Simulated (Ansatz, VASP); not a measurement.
Ti2B3 in VASP and in Ansatz

Contents of INCAR:

```
SYSTEM = Ti2B3
ALGO = Normal
EDIFF = 1E-7
ENCUT = 520
GGA = PE
ISIF = 2
ISMEAR = 0
ISPIN = 2
LASPH = .TRUE.
LCHARG = .TRUE.
LELF = .TRUE.
LMAXMIX = 4
LORBIT = 11
LREAL = .FALSE.
LVHAR = .TRUE.
LWAVE = .FALSE.
MAGMOM = 1 1 0 0 0
NBANDS = 28
NELM = 150
PREC = Accurate
SIGMA = 0.1
```

File KPOINTS:

```
k-points
0
G
  4 4 6
  0 0 0
```

Contents of POSCAR:

```
Ti2B3
1.0
    4.5055794178      0.0000000000      0.0000000000
    0.0000000000      4.5055794178      0.0000000000
    0.0000000000      0.0000000000      3.0711027949
Ti B
2 3
Direct
    0.0000000000      0.5000000000      0.0000000000
    0.5000000000      0.0000000000      0.0000000000
    0.5000000000      0.5000000000      0.7522119548
    0.5000000000      0.5000000000      0.2477880452
    0.0000000000      0.0000000000      0.0000000000
```

Input for Ansatz:

```yaml
crystal:
  lattice:
    - [4.5055794178, 0.0, 0.0]
    - [0.0, 4.5055794178, 0.0]
    - [0.0, 0.0, 3.0711027949]
  atoms:
    - { symbol: Ti, position: [0.0, 0.5, 0.0], spin: 1.0 }
    - { symbol: Ti, position: [0.5, 0.0, 0.0], spin: 1.0 }
    - { symbol: B, position: [0.5, 0.5, 0.7522119548] }
    - { symbol: B, position: [0.5, 0.5, 0.2477880452] }
    - { symbol: B, position: [0.0, 0.0, 0.0] }
basis:
  ecutwfc: 420
kpoints:
  mp_grid: { grid: [4, 4, 6] }
hamiltonian:
  xc: pbe
scf:
  occupations: { method: gaussian, width: 0.1 }
  lower_state_search: "off"
output:
  forces: true
  stress: true
  eigenvalues: true
  populations: true
magnetization:
  spin_polarized: true
```

Alike in both runs: task single point; functional PBE; k mesh 4 × 4 × 6; occupations gaussian, width 0.1 eV; collinear spin.

```csv
,VASP,Ansatz
version,VASP 6.6.1,Ansatz 0.2.0
potentials or method,"VASP PAW PBE potentials, release 64 (Ti_sv, B), cutoff 520 eV","scalar-relativistic, plane waves, PAW"
valence electrons in the cell,33,33
```

Ansatz gave:

| Property | Result |
| --- | --- |
| gap on the k mesh at the Fermi level (eV) | none |
| pressure (GPa) | 0.7 |
| traceless stress, the component that is largest in VASP (GPa) | 0.95 |
| net moment per atom (μB) | 0.25 |
| size of the moment on the site where the two differ most (μB) | 0.35 |

Task: Which values does VASP return?

Result: gap on the k mesh at the Fermi level (eV): none; pressure (GPa): 0.1; traceless stress, the component that is largest in VASP (GPa): -0.26; net moment per atom (μB): 0.00; size of the moment on the site where the two differ most (μB): 0.00.

The net moments are unlike, so the other rows may belong to different states. Site moments also hang on the region over which each program counts them. A gap of «none» marks a metal or a gap that the smearing closes.
